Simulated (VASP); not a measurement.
# ZnSn2N2 (P-4m2) in VASP: settings compared

The runs below take ZnSn2N2 through single point, relaxation of cell and atoms, with RPBE, r2SCAN+D4, LDA, PBEsol.

Everything below comes from runs of VASP 6.6.1. Logs are shortened: lines on timing, memory, paths and dates and some standing lists are left out, and cuts for length are marked.

## Step 1: The cell of the first run

Symmetry: P-4m2, No. 115, tetragonal system. Conventional cell: a = 3.387 Å, b = 3.387 Å, c = 8.138 Å, α = 90.00°, β = 90.00°, γ = 90.00°. Within 2.7 Å of Zn (site symmetry -4m2) lie 4 N at 2.07 Å. Sn (site symmetry 2mm) has 2 N at 2.13 Å within 2.8 Å. N (site symmetry 2mm) has 2 Zn at 2.07 Å and 2 Sn at 2.13 Å within 2.7 Å.

## Step 2: Single point, RPBE

File INCAR:

```
ALGO     = Normal         # electronic algorithm
EDIFF    = 1E-7           # SCF threshold, eV
ENCUT    = 520            # plane-wave cutoff, eV
GGA      = RP             # functional
ISIF     = 2              # what is computed and relaxed
ISMEAR   = -1             # smearing method
LASPH    = True           # aspherical terms in the spheres
LCHARG   = True           # write CHGCAR
LELF     = True           # ELF
LREAL    = False          # projectors in reciprocal space
LVHAR    = True         
LWAVE    = False          # write WAVECAR
NBANDS   = 33             # bands
NELM     = 60             # most SCF steps
PREC     = Accurate       # precision mode
SIGMA    = 0.05           # smearing width, eV
```

File KPOINTS:

```
k-points
0
Gamma
  7 7 3
```

File POSCAR:

```
ZnSn2N2
1.0
    3.3867534371      0.0000000000      0.0000000000
    0.0000000000      3.3867534371      0.0000000000
    0.0000000000      0.0000000000      8.1377073165
Zn Sn N
1 2 2
Direct
    0.0000000000      0.0000000000      0.0000000000
    0.5000000000      0.5000000000      0.6960970341
    0.5000000000      0.5000000000      0.3039029659
    0.5000000000      0.0000000000      0.1453664569
    0.0000000000      0.5000000000      0.8546335431
```

Potentials or basis: VASP PAW PBE potentials, release 64 (Zn, Sn_d, N).

The run is started by

```
$ cat potpaw_PBE.64/Zn/POTCAR potpaw_PBE.64/Sn_d/POTCAR potpaw_PBE.64/N/POTCAR > POTCAR
$ mpirun -np 1 vasp_std > vasp.out
```

OUTCAR:

```text
EDIFF = 1E-7
   ENCUT = 520
   GGA = RP
   ISIF = 2
   ISMEAR = -1
   LASPH = True
   LREAL = False
   NELM = 60
   PREC = Accurate

 ion  position               nearest neighbor table
   1  0.000  0.000  0.000-   4 2.07   5 2.07   5 2.07   4 2.07
   2  0.500  0.500  0.696-   5 2.13   5 2.13   3 3.19
   3  0.500  0.500  0.304-   4 2.13   4 2.13   2 3.19
   4  0.500  0.000  0.145-   1 2.07   1 2.07   3 2.13   3 2.13
   5  0.000  0.500  0.855-   1 2.07   1 2.07   2 2.13   2 2.13

  LATTYP: Found a simple tetragonal cell.
 ALAT       =     3.3867534371
 C/A-ratio  =     2.4028047709

  Lattice vectors:

 A1 = (   3.3867534371,   0.0000000000,   0.0000000000)
 A2 = (   0.0000000000,   3.3867534371,   0.0000000000)
 A3 = (   0.0000000000,   0.0000000000,   8.1377073165)

Analysis of symmetry for initial positions (statically):
=====================================================================
 Subroutine PRICEL returns:
 Original cell was already a primitive cell.

 Routine SETGRP: Setting up the symmetry group for a
 simple tetragonal supercell.

 Subroutine GETGRP returns: Found  8 space group operations
 (whereof  8 operations were pure point group operations)
 out of a pool of 16 trial point group operations.

The static configuration has the point symmetry D_2d.

Analysis of symmetry for dynamics (positions and initial velocities):
=====================================================================
 Subroutine PRICEL returns:
 Original cell was already a primitive cell.

 Routine SETGRP: Setting up the symmetry group for a
 simple tetragonal supercell.

 Subroutine GETGRP returns: Found  8 space group operations
 (whereof  8 operations were pure point group operations)
 out of a pool of 16 trial point group operations.

The dynamic configuration has the point symmetry D_2d.

 Subroutine INISYM returns: Found  8 space group operations
 (whereof  8 operations are pure point group operations),
 and found     1 'primitive' translations

----------------------------------------------------------------------------------------

                                     Primitive cell

  volume of cell :      93.3403

  direct lattice vectors                    reciprocal lattice vectors
     3.386753437  0.000000000  0.000000000     0.295268025  0.000000000  0.000000000
     0.000000000  3.386753437  0.000000000     0.000000000  0.295268025  0.000000000
     0.000000000  0.000000000  8.137707317     0.000000000  0.000000000  0.122884734

  length of vectors
     3.386753437  3.386753437  8.137707317     0.295268025  0.295268025  0.122884734

  position of ions in fractional coordinates (direct lattice)
     0.000000000  0.000000000  0.000000000
     0.500000000  0.500000000  0.696097034
     0.500000000  0.500000000  0.303902966
     0.500000000  0.000000000  0.145366457
     0.000000000  0.500000000  0.854633543

  ion indices of the primitive-cell ions
   primitive index   ion index
                 1           1
                 2           2
                 3           3
                 4           4
                 5           5

----------------------------------------------------------------------------------------

 KPOINTS: k-points

Automatic generation of k-mesh.
 Grid dimensions read from file:
 generate k-points for:    7    7    3

 Generating k-lattice:

  Cartesian coordinates                     Fractional coordinates (reciprocal lattice)
     0.042181146  0.000000000  0.000000000     0.142857143  0.000000000  0.000000000
     0.000000000  0.042181146  0.000000000     0.000000000  0.142857143  0.000000000
     0.000000000  0.000000000  0.040961578     0.000000000  0.000000000  0.333333333

  Length of vectors
     0.042181146  0.042181146  0.040961578

  Shift w.r.t. Gamma in fractional coordinates (k-lattice)
     0.000000000  0.000000000  0.000000000

 Subroutine IBZKPT returns following result:
 ===========================================

 Found     20 irreducible k-points:

 Following reciprocal coordinates:
            Coordinates               Weight
  0.000000  0.000000  0.000000      1.000000
  0.142857  0.000000  0.000000      4.000000
  0.285714  0.000000  0.000000      4.000000
  0.428571  0.000000  0.000000      4.000000
  0.142857  0.142857  0.000000      4.000000
  0.285714  0.142857  0.000000      8.000000
[... 12 lines left out ...]
  0.428571  0.285714  0.333333     16.000000
  0.428571  0.428571  0.333333      8.000000
   k-points           NKPTS =     20   k-points in BZ     NKDIM =     20   number of bands    NBANDS=     33
   number of dos      NEDOS =    301   number of ions     NIONS =      5
   total plane-waves  NPLWV =  50176
   dimension x,y,z NGX =    28 NGY =   28 NGZ =   64
   dimension x,y,z NGXF=    56 NGYF=   56 NGZF=  128
   ions per type =               1   2   2
   NGX,Y,Z   is equivalent  to a cutoff of  13.74, 13.74, 13.07 a.u.
   NGXF,Y,Z  is equivalent  to a cutoff of  27.49, 27.49, 26.15 a.u.
 SYSTEM =  unknown system
   PREC   = accura    normal or accurate (medium, high low for compatibility)
   ISTART =      0    job   : 0-new  1-cont  2-samecut
   ICHARG =      2    charge: 1-file 2-atom 10-const
   ISPIN  =      1    spin polarized calculation?
   LNONCOLLINEAR =      F non collinear calculations
   LSORBIT =      F    spin-orbit coupling
   LASPH  =      T    aspherical Exc in radial PAW
   ENCUT  =  520.0 eV  38.22 Ry    6.18 a.u.   6.30  6.30 15.13*2*pi/ulx,y,z
   NELM   =     60;   NELMIN=  2; NELMDL= -5     # of ELM steps
   EDIFF  = 0.1E-06   stopping-criterion for ELM
   LREAL  =      F    real-space projection
   EDIFFG = 0.1E-05   stopping-criterion for IOM
   NSW    =      0    number of steps for IOM
   IBRION =     -1    ionic relax: 0-MD 1-quasi-New 2-CG
   NFREE  =      0    steps in history (QN), initial steepest desc. (CG)
   ISIF   =      2    stress and relaxation
   ISYM   =      2    0-nonsym 1-usesym 2-fastsym
   POTIM  = 0.5000    time-step for ionic-motion
   TEBEG  =    0.0;   TEEND  =   0.0 temperature during run
   PSTRESS=    0.0 pullay stress
   NELECT =      50.0000    total number of electrons
   NUPDOWN=      -1.0000    fix difference up-down
   EMIN   =  10.00;   EMAX   =-10.00  energy-range for DOS
   EFERMI =   0.00;   METHOD = LEGACY
   ISMEAR =    -1;   SIGMA  =   0.05  broadening in eV -4-tet -1-fermi 0-gaus
   EFERMI_NEDOS =   21; number of points for ismear=-14 and -15
   IALGO  =     38    algorithm
   IMIX   =      4    mixing-type and parameters
     AMIX     =   0.40;   BMIX     =  1.00
     AMIX_MAG =   1.60;   BMIX_MAG =  1.00
  volume/ion in A,a.u.               =      18.67       125.98
  Fermi-wavevector in a.u.,A,eV,Ry     =   1.329561  2.512507 24.051477  1.767734
  Thomas-Fermi vector in A             =   2.458715
   LORBIT       =      0    0 simple, 1 ext, 2 COOP (PROOUT), +10 PAW based schemes
   GGA     = RP    functional components
   LHFCALC =     F    Hartree Fock is set to
   AEXX    =    0.0000 exact exchange contribution
   IVDW    =     0    specifies the selected vdW correction
   LEPSILON=     F    determine dielectric tensor
   LRPA    =     F    only Hartree local field effects (RPA)
 non-spin polarized calculation
  energy-cutoff  :      520.00
  volume of cell :       93.34
 maximum number of plane-waves:      2527
 NGX is ok and might be reduce to    28
   NGX = 13   NGY = 13   NGZ = 31

 number of electron      49.9999980 magnetization

 Free energy of the ion-electron system (eV)
  ---------------------------------------------------
  ext. energy  EPLUGINS =         0.00000000
  ---------------------------------------------------
  free energy    TOTEN  =       -22.28421146 eV

  energy without entropy =      -22.27119294  energy(sigma->0) =      -22.27770220

 E-fermi :   5.2830     XC(G=0):  -9.9228

 val. band max:        5.2385498093   @ k =   0.2857   0.1429   0.3333
 cond. band min:       5.2914187575   @ k =   0.1429   0.1429   0.0000
 fundamental gap:      0.0528689482
 Fermi energy:         5.2829869389

 k-point     1 :       0.0000    0.0000    0.0000
  band No.  band energies     occupation
      1     -16.2405      2.00000
      2     -16.2395      2.00000
      3     -16.0987      2.00000
      4     -16.0471      2.00000
      5     -16.0471      2.00000
      6     -16.0116      2.00000
[... 25 lines left out ...]
     32      12.6935      0.00000
     33      12.8953      0.00000

 k-point     2 :       0.1429    0.0000    0.0000
  band No.  band energies     occupation
      1     -16.2227      2.00000
      2     -16.2195      2.00000
      3     -16.0945      2.00000
      4     -16.0613      2.00000
      5     -16.0461      2.00000
      6     -16.0253      2.00000
[... 25 lines left out ...]
     32      12.8139      0.00000
     33      13.5504      0.00000

 k-point     3 :       0.2857    0.0000    0.0000
  band No.  band energies     occupation
      1     -16.1952      2.00000
      2     -16.1777      2.00000
      3     -16.1245      2.00000
      4     -16.0561      2.00000
      5     -16.0438      2.00000
      6     -16.0437      2.00000
[... 25 lines left out ...]
     32      13.1976      0.00000
     33      14.0006      0.00000

 k-point     4 :       0.4286    0.0000    0.0000
  band No.  band energies     occupation
      1     -16.1929      2.00000
      2     -16.1530      2.00000
      3     -16.1459      2.00000
      4     -16.0675      2.00000
      5     -16.0419      2.00000
      6     -16.0257      2.00000
[... 25 lines left out ...]
     32      13.4121      0.00000
     33      13.5556      0.00000

 k-point     5 :       0.1429    0.1429    0.0000
  band No.  band energies     occupation
      1     -16.2039      2.00000
      2     -16.1997      2.00000
      3     -16.0910      2.00000
      4     -16.0638      2.00000
      5     -16.0542      2.00000
      6     -16.0254      2.00000
[... 460 lines left out ...]
 k-point    18 :       0.2857    0.2857    0.3333
  band No.  band energies     occupation
      1     -16.1572      2.00000
      2     -16.1544      2.00000
      3     -16.0951      2.00000
      4     -16.0637      2.00000
      5     -16.0479      2.00000
      6     -16.0430      2.00000
[... 25 lines left out ...]
     32      12.4801      0.00000
     33      13.4812      0.00000

 k-point    19 :       0.4286    0.2857    0.3333
  band No.  band energies     occupation
      1     -16.1834      2.00000
      2     -16.1462      2.00000
      3     -16.0866      2.00000
      4     -16.0634      2.00000
      5     -16.0524      2.00000
      6     -16.0482      2.00000
[... 25 lines left out ...]
     32      12.3530      0.00000
     33      12.7615      0.00000

 k-point    20 :       0.4286    0.4286    0.3333
  band No.  band energies     occupation
      1     -16.1797      2.00000
      2     -16.1794      2.00000
      3     -16.0701      2.00000
      4     -16.0655      2.00000
      5     -16.0648      2.00000
      6     -16.0596      2.00000
[... 25 lines left out ...]
     32      12.2717      0.00000
     33      12.5510      0.00000

------------------------ aborting loop because EDIFF is reached ----------------------------------------

  FORCE on cell =-STRESS in cart. coord.  units (eV):
  Direction    XX          YY          ZZ          XY          YZ          ZX
  --------------------------------------------------------------------------------------
  -------------------------------------------------------------------------------------
  Total        0.1061622      0.1061622      0.1162419      0.0000000     -0.0000000      0.0000000
  in kB        1.8222637      1.8222637      1.9952805      0.0000000     -0.0000000      0.0000000
  external PRESSURE =       1.8799360 kB  Pullay stress =       0.0000000 kB

 VOLUME and BASIS-vectors are now :
 -----------------------------------------------------------------------------
  energy-cutoff  :      520.00
  volume of cell :       93.34
      direct lattice vectors                 reciprocal lattice vectors
     3.386753437  0.000000000  0.000000000     0.295268025  0.000000000  0.000000000
     0.000000000  3.386753437  0.000000000     0.000000000  0.295268025  0.000000000
     0.000000000  0.000000000  8.137707317     0.000000000  0.000000000  0.122884734

 POSITION                                       TOTAL-FORCE (eV/Angst)
 -----------------------------------------------------------------------------------
      0.00000      0.00000      0.00000        -0.000000      0.000000      0.000000
      1.69338      1.69338      5.66463        -0.000000      0.000000     -0.017521
      1.69338      1.69338      2.47307         0.000000     -0.000000      0.017521
      1.69338      0.00000      1.18295        -0.000000      0.000000      0.021263
      0.00000      1.69338      6.95476        -0.000000      0.000000     -0.021263
 -----------------------------------------------------------------------------------
    total drift:                                0.000000      0.000000      0.000000

  FREE ENERGIE OF THE ION-ELECTRON SYSTEM (eV)
  ---------------------------------------------------
  free  energy   TOTEN  =       -22.2842114566 eV

  energy  without entropy=      -22.2711929431  energy(sigma->0) =      -22.27770220
```

Wall time 35 s (1 thread of Intel Xeon 6975P-C (Granite Rapids), shared host); peak memory 0.24 GiB.

Results:

* Free energy: -22.2842 eV
* Pressure: 0.2 GPa
* Largest force: 0.021 eV/Å
* Band gap on the k mesh: zero (bands 25 and 26 overlap by 1.12 eV)

Forces on the atoms (eV/Å):
```
Zn   0.000  0.000  0.000
Sn   0.000  0.000 -0.018
Sn   0.000  0.000  0.018
N    0.000  0.000  0.021
N    0.000  0.000 -0.021
```

Levels at points of the mesh, in eV from the Fermi level:
| k point | band 21 | band 22 | band 23 | band 24 | band 25 | band 26 | band 27 | band 28 | band 29 | band 30 |
| --- | --- | --- | --- | --- | --- | --- | --- | --- | --- | --- |
| (0.00, 0.00, 0.00) | -2.61 | -2.61 | -1.09 | -1.09 | 0.35 | 0.69 | 3.20 | 5.51 | 5.51 | 6.03 |

Caveat: the PAW data sets were made with another functional, which shifts forces and pressure a little; spin-orbit coupling is left out, which moves the levels of the heavy elements.

## Step 3: Single point, r2SCAN+D4

This run uses another cell than the first one, of 17.18 Å³/atom.

File POSCAR:

```
ZnSn2N2
1.0
    3.2949524885      0.0000000000      0.0000000000
    0.0000000000      3.2949524885      0.0000000000
    0.0000000000      0.0000000000      7.9136388911
Zn Sn N
1 2 2
Direct
    0.0000000000      0.0000000000      0.0000000000
    0.5000000000      0.5000000000      0.6922788614
    0.5000000000      0.5000000000      0.3077211386
    0.5000000000      0.0000000000      0.1467728527
    0.0000000000      0.5000000000      0.8532271473
```

File INCAR.step1:

```
SYSTEM = ZnSn2N2
PREC = Accurate ; ENCUT = 520
ISMEAR = -1 ; SIGMA = 0.05
LREAL = .FALSE. ; LASPH = .TRUE.
NELM = 60 ; NBANDS = 33
GGA = PE ; ALGO = Normal
EDIFF = 1E-4 ; LWAVE = .TRUE.
LCHARG = .FALSE.
```

File INCAR.step2:

```
SYSTEM = ZnSn2N2
PREC = Accurate ; ENCUT = 520
EDIFF = 1E-6 ; ISMEAR = -1
SIGMA = 0.05 ; LREAL = .FALSE.
LASPH = .TRUE. ; NELM = 60
ALGO = Normal ; ISIF = 2
LWAVE = .FALSE. ; LCHARG = .TRUE.
METAGGA = R2SCAN ; LMIXTAU = .TRUE.
IVDW = 13 ; VDW_S6 = 1.0
VDW_S8 = 0.6018749 ; VDW_A1 = 0.51559235
VDW_A2 = 5.77342911 ; LELF = .TRUE.
LVHAR = .TRUE. ; NBANDS = 33
ISTART = 1
```

File KPOINTS:

```
regular mesh
0
G
  7 7 3
  0 0 0
```

Potentials or basis: VASP PAW PBE potentials, release 64 (Zn, Sn_d, N).

The run is started by

```
$ cat potpaw_PBE.64/Zn/POTCAR potpaw_PBE.64/Sn_d/POTCAR potpaw_PBE.64/N/POTCAR > POTCAR
$ cp INCAR.step1 INCAR
$ mpirun -np 1 vasp_std > vasp.out
$ cp INCAR.step2 INCAR
$ mpirun -np 1 vasp_std > vasp.out
```

It took 1.7 min on 1 thread of Intel Xeon 6975P-C (Granite Rapids), shared host; peak memory 0.24 GiB.

It converged, with:

```
Free energy                : -76.3843 eV
Pressure                   : 0.4 GPa
Largest force              : 0.046 eV/Å
Band gap on the k mesh     : zero (bands 25 and 26 overlap by 1.44 eV)
Dispersion energy per atom : -0.115 eV
```

Forces in eV/Å, atoms in the order of the input:
```
Zn   0.000  0.000  0.000
Sn   0.000  0.000 -0.046
Sn   0.000  0.000  0.046
N    0.000  0.000 -0.009
N    0.000  0.000  0.009
```

Levels at points of the mesh, in eV from the Fermi level:
```
           k point  band 22  band 23  band 24  band 25  band 26  band 27  band 28  band 29
(0.00, 0.00, 0.00)    -2.98    -1.26    -1.26     0.37     1.03     3.66     5.99     5.99
```

Caveat: the PAW data sets were made with another functional, which shifts forces and pressure a little; spin-orbit coupling is left out, which moves the levels of the heavy elements.

(Part 1 of 3 ends here.)
